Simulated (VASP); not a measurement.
# LaHg (Pm-3m) in VASP: further runs

Runs on LaHg. Level: LDA. Tasks: electric field gradients.

Everything below comes from runs of VASP 6.6.1. Logs are shortened: lines on timing, memory, paths and dates and some standing lists are left out, and cuts for length are marked.

**1. The cell of the first run**

Symmetry: Pm-3m, No. 221, cubic system. The conventional cell has a = 3.887 Å, b = 3.887 Å, c = 3.887 Å, α = 90.00°, β = 90.00°, γ = 90.00°. La (site symmetry m-3m) has 8 Hg at 3.37 Å and 6 La at 3.89 Å within 4.4 Å. Hg (site symmetry m-3m) has 8 La at 3.37 Å and 6 Hg at 3.89 Å within 4.4 Å.

**2. Electric field gradients, LDA (29.38 Å³/atom)**

Contents of INCAR:

```
SYSTEM = LaHg
  PREC = Accurate
  ENCUT = 520
  EDIFF = 1E-8
  ISMEAR = -1
  SIGMA = 0.08
  LREAL = .FALSE.
  LASPH = .TRUE.
  NELM = 80
  ALGO = Normal
  ISIF = 2
  LWAVE = .FALSE.
  LCHARG = .FALSE.
  LEFG = .TRUE.
  NBANDS = 18
```

Contents of KPOINTS:

```
Automatic mesh
0
G
  11 11 11
  0 0 0
```

Contents of POSCAR:

```
LaHg
1.0
    3.8874926325      0.0000000000      0.0000000000
    0.0000000000      3.8874926325      0.0000000000
    0.0000000000      0.0000000000      3.8874926325
La Hg
1 1
Direct
    0.5000000000      0.5000000000      0.5000000000
    0.0000000000      0.0000000000      0.0000000000
```

Potentials or basis: VASP PAW LDA potentials, release 64 (La, Hg).

On the command line:

```
$ cat potpaw_LDA.64/La/POTCAR potpaw_LDA.64/Hg/POTCAR > POTCAR
$ mpirun -np 1 vasp_std > vasp.out
```

OUTCAR:

```text
SYSTEM = LaHg
   PREC = Accurate
   ENCUT = 520
   EDIFF = 1E-8
   ISMEAR = -1
   LREAL = .FALSE.
   LASPH = .TRUE.
   NELM = 80
   ISIF = 2

 ion  position               nearest neighbor table
   1  0.500  0.500  0.500-   2 3.37   2 3.37   2 3.37   2 3.37   2 3.37   2 3.37   2 3.37   2 3.37

   2  0.000  0.000  0.000-   1 3.37   1 3.37   1 3.37   1 3.37   1 3.37   1 3.37   1 3.37   1 3.37

  LATTYP: Found a simple cubic cell.
 ALAT       =     3.8874926325

  Lattice vectors:

 A1 = (   3.8874926325,   0.0000000000,   0.0000000000)
 A2 = (   0.0000000000,   3.8874926325,   0.0000000000)
 A3 = (   0.0000000000,   0.0000000000,   3.8874926325)

Analysis of symmetry for initial positions (statically):
=====================================================================
 Subroutine PRICEL returns:
 Original cell was already a primitive cell.

 Routine SETGRP: Setting up the symmetry group for a
 simple cubic supercell.

 Subroutine GETGRP returns: Found 48 space group operations
 (whereof 48 operations were pure point group operations)
 out of a pool of 48 trial point group operations.

The static configuration has the point symmetry O_h .

Analysis of symmetry for dynamics (positions and initial velocities):
=====================================================================
 Subroutine PRICEL returns:
 Original cell was already a primitive cell.

 Routine SETGRP: Setting up the symmetry group for a
 simple cubic supercell.

 Subroutine GETGRP returns: Found 48 space group operations
 (whereof 48 operations were pure point group operations)
 out of a pool of 48 trial point group operations.

The dynamic configuration has the point symmetry O_h .

 Subroutine INISYM returns: Found 48 space group operations
 (whereof 48 operations are pure point group operations),
 and found     1 'primitive' translations

----------------------------------------------------------------------------------------

                                     Primitive cell

  volume of cell :      58.7501

  direct lattice vectors                    reciprocal lattice vectors
     3.887492632  0.000000000  0.000000000     0.257235214  0.000000000  0.000000000
     0.000000000  3.887492632  0.000000000     0.000000000  0.257235214  0.000000000
[... 123 lines left out ...]
 number of electron      22.9999997 magnetization

 Free energy of the ion-electron system (eV)
  ---------------------------------------------------
  ext. energy  EPLUGINS =         0.00000000
  ---------------------------------------------------
  free energy    TOTEN  =        -7.65176328 eV

  energy without entropy =       -7.59203169  energy(sigma->0) =       -7.62189748

 E-fermi :   6.2507     XC(G=0): -10.4719

 val. band max:        6.2443433638   @ k =   0.4545   0.3636   0.0909
 cond. band min:       6.2640887655   @ k =   0.1818   0.0909   0.0000
 fundamental gap:      0.0197454017
 Fermi energy:         6.2507395885

 k-point     1 :       0.0000    0.0000    0.0000
  band No.  band energies     occupation
      1     -26.7624      2.00000
      2     -10.2409      2.00000
      3     -10.2409      2.00000
      4     -10.2409      2.00000
      5      -1.2722      2.00000
      6      -1.2722      2.00000
[... 481 lines left out ...]
      5      -1.1642      2.00000
      6      -0.9941      2.00000
[... 10 lines left out ...]
     17       7.7109      0.00000
     18       7.7167      0.00000

 [... further k-points ...]

------------------------ aborting loop because EDIFF is reached ----------------------------------------

  FORCE on cell =-STRESS in cart. coord.  units (eV):
  Direction    XX          YY          ZZ          XY          YZ          ZX
  --------------------------------------------------------------------------------------
  -------------------------------------------------------------------------------------
  Total       -1.3665070     -1.3665070     -1.3665070     -0.0000000     -0.0000000      0.0000000
  in kB      -37.2660799    -37.2660799    -37.2660799     -0.0000000     -0.0000000      0.0000000
  external PRESSURE =     -37.2660799 kB  Pullay stress =       0.0000000 kB

 VOLUME and BASIS-vectors are now :
 -----------------------------------------------------------------------------
  energy-cutoff  :      520.00
  volume of cell :       58.75
      direct lattice vectors                 reciprocal lattice vectors
     3.887492632  0.000000000  0.000000000     0.257235214  0.000000000  0.000000000
     0.000000000  3.887492632  0.000000000     0.000000000  0.257235214  0.000000000
     0.000000000  0.000000000  3.887492632     0.000000000  0.000000000  0.257235214

 POSITION                                       TOTAL-FORCE (eV/Angst)
 -----------------------------------------------------------------------------------
      1.94375      1.94375      1.94375         0.000000      0.000000      0.000000
      0.00000      0.00000      0.00000         0.000000      0.000000      0.000000
 -----------------------------------------------------------------------------------
    total drift:                                0.000000     -0.000000     -0.000000

  FREE ENERGIE OF THE ION-ELECTRON SYSTEM (eV)
  ---------------------------------------------------
  free  energy   TOTEN  =        -7.6517632785 eV

  energy  without entropy=       -7.5920316881  energy(sigma->0) =       -7.62189748

 Electric field gradients (V/A^2)
---------------------------------------------------------------------
 ion       V_xx      V_yy      V_zz      V_xy      V_xz      V_yz
---------------------------------------------------------------------
   1      -0.000    -0.000     0.000     0.000    -0.000    -0.000
   2       0.000    -0.000     0.000     0.000     0.000     0.000
---------------------------------------------------------------------

 Electric field gradients after diagonalization (V/A^2)
 (convention: |V_zz| > |V_xx| > |V_yy|)
----------------------------------------------------------------------
 ion       V_xx      V_yy      V_zz     asymmetry (V_yy - V_xx)/ V_zz
----------------------------------------------------------------------
   1      -0.000    -0.000     0.000       0.224
   2      -0.000     0.000     0.000       0.303
----------------------------------------------------------------------

           NMR quadrupolar parameters

 Cq : quadrupolar parameter    Cq=e*Q*V_zz/h
 eta: asymmetry parameters     (V_yy - V_xx)/ V_zz
 Q  : nuclear electric quadrupole moment in mb (millibarn)
----------------------------------------------------------------------
 ion       Cq(MHz)       eta       Q (mb)
----------------------------------------------------------------------
   1       0.000       0.224       1.000
   2       0.000       0.303       1.000
----------------------------------------------------------------------
```

stdout:

```text
POSCAR found type information on POSCAR LaHg
 POSCAR found :  2 types and       2 ions
 scaLAPACK will be used
 LDA part: xc-table for (Slater(with rela. corr.)+CA(PZ))
 , standard interpolation
 POSCAR, INCAR and KPOINTS ok, starting setup
 FFT: planning ... GRIDC
 FFT: planning ... GRID_SOFT
 FFT: planning ... GRID
 WAVECAR not read
 entering main loop
ion   1

ion   2
```

It took 88 s on 1 thread of AMD EPYC 7R13, shared host; peak memory 0.21 GiB.

Results:

| Item | Value |
| --- | --- |
| Free energy | -7.6518 eV |
| Pressure | -3.7 GPa |
| Band gap on the k mesh | zero (an odd number of electrons rules out a gap without spin polarisation) |
| Largest electric field gradient by atom | under 0.05 V/Å² on every atom |

Caveat: the cell stands under tension; spin-orbit coupling is left out, which moves the levels of the heavy elements.

**3. Electric field gradients, LDA (29.38 Å³/atom)**

Contents of INCAR:

```
PREC = Accurate
ENCUT = 520
EDIFF = 1E-8
ISMEAR = -1
SIGMA = 0.08
LREAL = False
LASPH = True
NELM = 80
ALGO = Normal
ISIF = 2
LWAVE = False
LCHARG = False
LEFG = True
NBANDS = 18
```

Contents of KPOINTS:

```
Automatic mesh
0
Gamma
  11 11 11
```

POSCAR is that of step 2.

Potentials or basis: VASP PAW LDA potentials, release 64 (La, Hg).

On the command line:

```
$ cat potpaw_LDA.64/La/POTCAR potpaw_LDA.64/Hg/POTCAR > POTCAR
$ mpirun -np 1 vasp_std > vasp.out
```

OUTCAR:

```text
PREC = Accurate
   ENCUT = 520
   EDIFF = 1E-8
   ISMEAR = -1
   LREAL = False
   LASPH = True
   NELM = 80
   ISIF = 2

 ion  position               nearest neighbor table
   1  0.500  0.500  0.500-   2 3.37   2 3.37   2 3.37   2 3.37   2 3.37   2 3.37   2 3.37   2 3.37

   2  0.000  0.000  0.000-   1 3.37   1 3.37   1 3.37   1 3.37   1 3.37   1 3.37   1 3.37   1 3.37

  LATTYP: Found a simple cubic cell.
 ALAT       =     3.8874926325

  Lattice vectors:

 A1 = (   3.8874926325,   0.0000000000,   0.0000000000)
 A2 = (   0.0000000000,   3.8874926325,   0.0000000000)
 A3 = (   0.0000000000,   0.0000000000,   3.8874926325)

Analysis of symmetry for initial positions (statically):
=====================================================================
 Subroutine PRICEL returns:
 Original cell was already a primitive cell.

 Routine SETGRP: Setting up the symmetry group for a
 simple cubic supercell.

 Subroutine GETGRP returns: Found 48 space group operations
 (whereof 48 operations were pure point group operations)
 out of a pool of 48 trial point group operations.

The static configuration has the point symmetry O_h .

Analysis of symmetry for dynamics (positions and initial velocities):
=====================================================================
 Subroutine PRICEL returns:
 Original cell was already a primitive cell.

 Routine SETGRP: Setting up the symmetry group for a
 simple cubic supercell.

 Subroutine GETGRP returns: Found 48 space group operations
 (whereof 48 operations were pure point group operations)
 out of a pool of 48 trial point group operations.

The dynamic configuration has the point symmetry O_h .

 Subroutine INISYM returns: Found 48 space group operations
 (whereof 48 operations are pure point group operations),
 and found     1 'primitive' translations

----------------------------------------------------------------------------------------

                                     Primitive cell

  volume of cell :      58.7501

  direct lattice vectors                    reciprocal lattice vectors
     3.887492632  0.000000000  0.000000000     0.257235214  0.000000000  0.000000000
     0.000000000  3.887492632  0.000000000     0.000000000  0.257235214  0.000000000
     0.000000000  0.000000000  3.887492632     0.000000000  0.000000000  0.257235214

  length of vectors
     3.887492632  3.887492632  3.887492632     0.257235214  0.257235214  0.257235214

  position of ions in fractional coordinates (direct lattice)
     0.500000000  0.500000000  0.500000000
     0.000000000  0.000000000  0.000000000

  ion indices of the primitive-cell ions
   primitive index   ion index
                 1           1
                 2           2

----------------------------------------------------------------------------------------

 KPOINTS: Automatic mesh

Automatic generation of k-mesh.
 Grid dimensions read from file:
 generate k-points for:   11   11   11
[... 70 lines left out ...]
   ISIF   =      2    stress and relaxation
   ISYM   =      2    0-nonsym 1-usesym 2-fastsym
   POTIM  = 0.5000    time-step for ionic-motion
   TEBEG  =    0.0;   TEEND  =   0.0 temperature during run
   PSTRESS=    0.0 pullay stress
   NELECT =      23.0000    total number of electrons
   NUPDOWN=      -1.0000    fix difference up-down
   EMIN   =  10.00;   EMAX   =-10.00  energy-range for DOS
   EFERMI =   0.00;   METHOD = LEGACY
   ISMEAR =    -1;   SIGMA  =   0.08  broadening in eV -4-tet -1-fermi 0-gaus
   EFERMI_NEDOS =   21; number of points for ismear=-14 and -15
   IALGO  =     38    algorithm
   IMIX   =      4    mixing-type and parameters
     AMIX     =   0.40;   BMIX     =  1.00
     AMIX_MAG =   1.60;   BMIX_MAG =  1.00
  volume/ion in A,a.u.               =      29.38       198.23
  Fermi-wavevector in a.u.,A,eV,Ry     =   1.197608  2.263150 19.514345  1.434264
  Thomas-Fermi vector in A             =   2.333518
   LORBIT       =      0    0 simple, 1 ext, 2 COOP (PROOUT), +10 PAW based schemes
   GGA     = CA    functional components
   LHFCALC =     F    Hartree Fock is set to
   AEXX    =    0.0000 exact exchange contribution
   IVDW    =     0    specifies the selected vdW correction
   LEPSILON=     F    determine dielectric tensor
   LRPA    =     F    only Hartree local field effects (RPA)
 non-spin polarized calculation
  energy-cutoff  :      520.00
  volume of cell :       58.75
 maximum number of plane-waves:      1604
 NGX is ok and might be reduce to    30
   NGX = 15   NGY = 15   NGZ = 15

 number of electron      22.9999997 magnetization

 Free energy of the ion-electron system (eV)
  ---------------------------------------------------
  ext. energy  EPLUGINS =         0.00000000
  ---------------------------------------------------
  free energy    TOTEN  =        -7.65176328 eV

  energy without entropy =       -7.59203169  energy(sigma->0) =       -7.62189748

 E-fermi :   6.2507     XC(G=0): -10.4719

 val. band max:        6.2443433638   @ k =   0.4545   0.3636   0.0909
 cond. band min:       6.2640887655   @ k =   0.1818   0.0909   0.0000
 fundamental gap:      0.0197454017
 Fermi energy:         6.2507395885

 k-point     1 :       0.0000    0.0000    0.0000
  band No.  band energies     occupation
      1     -26.7624      2.00000
      2     -10.2409      2.00000
      3     -10.2409      2.00000
      4     -10.2409      2.00000
      5      -1.2722      2.00000
      6      -1.2722      2.00000
[... 481 lines left out ...]
      5      -1.1642      2.00000
      6      -0.9941      2.00000
[... 10 lines left out ...]
     17       7.7109      0.00000
     18       7.7167      0.00000

 [... further k-points ...]

------------------------ aborting loop because EDIFF is reached ----------------------------------------

  FORCE on cell =-STRESS in cart. coord.  units (eV):
  Direction    XX          YY          ZZ          XY          YZ          ZX
  --------------------------------------------------------------------------------------
  -------------------------------------------------------------------------------------
  Total       -1.3665070     -1.3665070     -1.3665070     -0.0000000     -0.0000000      0.0000000
  in kB      -37.2660799    -37.2660799    -37.2660799     -0.0000000     -0.0000000      0.0000000
  external PRESSURE =     -37.2660799 kB  Pullay stress =       0.0000000 kB

 VOLUME and BASIS-vectors are now :
 -----------------------------------------------------------------------------
  energy-cutoff  :      520.00
  volume of cell :       58.75
      direct lattice vectors                 reciprocal lattice vectors
     3.887492632  0.000000000  0.000000000     0.257235214  0.000000000  0.000000000
     0.000000000  3.887492632  0.000000000     0.000000000  0.257235214  0.000000000
     0.000000000  0.000000000  3.887492632     0.000000000  0.000000000  0.257235214

 POSITION                                       TOTAL-FORCE (eV/Angst)
 -----------------------------------------------------------------------------------
      1.94375      1.94375      1.94375         0.000000      0.000000      0.000000
      0.00000      0.00000      0.00000         0.000000      0.000000      0.000000
 -----------------------------------------------------------------------------------
    total drift:                                0.000000     -0.000000     -0.000000

  FREE ENERGIE OF THE ION-ELECTRON SYSTEM (eV)
  ---------------------------------------------------
  free  energy   TOTEN  =        -7.6517632785 eV

  energy  without entropy=       -7.5920316881  energy(sigma->0) =       -7.62189748

 Electric field gradients (V/A^2)
---------------------------------------------------------------------
 ion       V_xx      V_yy      V_zz      V_xy      V_xz      V_yz
---------------------------------------------------------------------
   1      -0.000    -0.000     0.000     0.000    -0.000    -0.000
   2       0.000    -0.000     0.000     0.000     0.000     0.000
---------------------------------------------------------------------

 Electric field gradients after diagonalization (V/A^2)
 (convention: |V_zz| > |V_xx| > |V_yy|)
----------------------------------------------------------------------
 ion       V_xx      V_yy      V_zz     asymmetry (V_yy - V_xx)/ V_zz
----------------------------------------------------------------------
   1      -0.000    -0.000     0.000       0.224
   2      -0.000     0.000     0.000       0.303
----------------------------------------------------------------------

           NMR quadrupolar parameters

 Cq : quadrupolar parameter    Cq=e*Q*V_zz/h
 eta: asymmetry parameters     (V_yy - V_xx)/ V_zz
 Q  : nuclear electric quadrupole moment in mb (millibarn)
----------------------------------------------------------------------
 ion       Cq(MHz)       eta       Q (mb)
----------------------------------------------------------------------
   1       0.000       0.224       1.000
   2       0.000       0.303       1.000
----------------------------------------------------------------------
```

Wall time 96 s (1 thread of AMD EPYC 7R13, shared host); peak memory 0.21 GiB.

What came out:

| Item | Value |
| --- | --- |
| Free energy | -7.6518 eV |
| Pressure | -3.7 GPa |
| Band gap on the k mesh | zero (an odd number of electrons rules out a gap without spin polarisation) |
| Largest electric field gradient by atom | under 0.05 V/Å² on every atom |

Levels at points of the mesh, in eV from the Fermi level:
```csv
k point,band 8,band 9,band 10,band 11,band 12,band 13,band 14,band 15,band 16,band 17
"(0.00, 0.00, 0.00)",-7.13,-7.13,-6.95,-0.04,-0.04,1.28,1.28,1.28,1.38,1.38
```

Caveat: the cell stands under tension; spin-orbit coupling is left out, which moves the levels of the heavy elements.
